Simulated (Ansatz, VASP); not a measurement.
**Two plane-wave programs on Co**

```xyz
2
Lattice="0.0000 2.3083 2.3083 2.3083 0.0000 2.3083 2.3083 2.3083 0.0000" Properties=species:S:1:pos:R:3 pbc="T T T"
Co    0.0000    0.0000    0.0000
Co    2.3083    2.3083    2.3083
```

Alike in both runs: task single point; functional r2SCAN; k mesh 14 × 14 × 14; occupations fermi-dirac, width 0.05 eV; collinear spin.

|  | VASP | Ansatz |
| --- | --- | --- |
| version | VASP 6.6.1 | Ansatz 0.2.0 |
| potentials or method | VASP PAW PBE potentials, release 64 (Co), cutoff 520 eV | plane waves (500 eV) with PAW, scalar-relativistic |
| valence electrons in the cell | 18 | 34 |

```csv
,VASP,Ansatz,Ansatz less VASP
pressure (GPa),3.9,4.0,+0.18
net moment per atom (μB),2.02,2.03,+0.009
size of the moment on the site where the two differ most (μB),2.06,2.08,+0.025
```

VASP's potentials were made for PBE, not for r2SCAN. Site moments also hang on the region over which each program counts them. VASP's potentials hold 18 valence electrons a cell and Ansatz's 34, so a difference there can come from the potentials and not from the codes. Ansatz's warnings: stability check not made.
